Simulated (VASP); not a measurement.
## Rh: single point with RPBE

Rh:

```xyz
1
Lattice="0.0000 1.8851 1.8851 1.8851 0.0000 1.8851 1.8851 1.8851 0.0000" Properties=species:S:1:pos:R:3 pbc="T T T"
Rh    0.0000    0.0000    0.0000
```

```json
{
  "Program": "VASP 6.6.1",
  "Task": "single point",
  "Functional": "RPBE",
  "Potentials or basis": "VASP PAW PBE potentials, release 64 (Rh_pv)",
  "Cutoff": "520 eV",
  "k mesh": "12 × 12 × 12",
  "Occupations": "fermi-dirac, width 0.1 eV",
  "Spin": "non-collinear spin, zero start, spin-orbit coupling",
  "Starting moments": "[[0.0, 0.0, 0.0]] μB",
  "Dipole correction": "no",
  "Further INCAR settings": "ALGO = Normal; EDIFF = 1e-07; NBANDS = 26"
}
```

```yaml
Pressure: 19.2 GPa
Net_moment: 0.00 μB per cell
Valence_electrons_inside_the_program's_atomic_spheres: Rh 13.85
```

Moments on the atoms (μB; x, y, z):
```
Rh  0.00 0.00 0.00
```

Wall time 20 s on 1 thread of Intel(R) Xeon(R) 6975P-C (Granite Rapids), on a shared host, peak memory 0.18 GiB.

Caveat: the PAW data sets were made with another functional, which shifts forces and pressure a little.
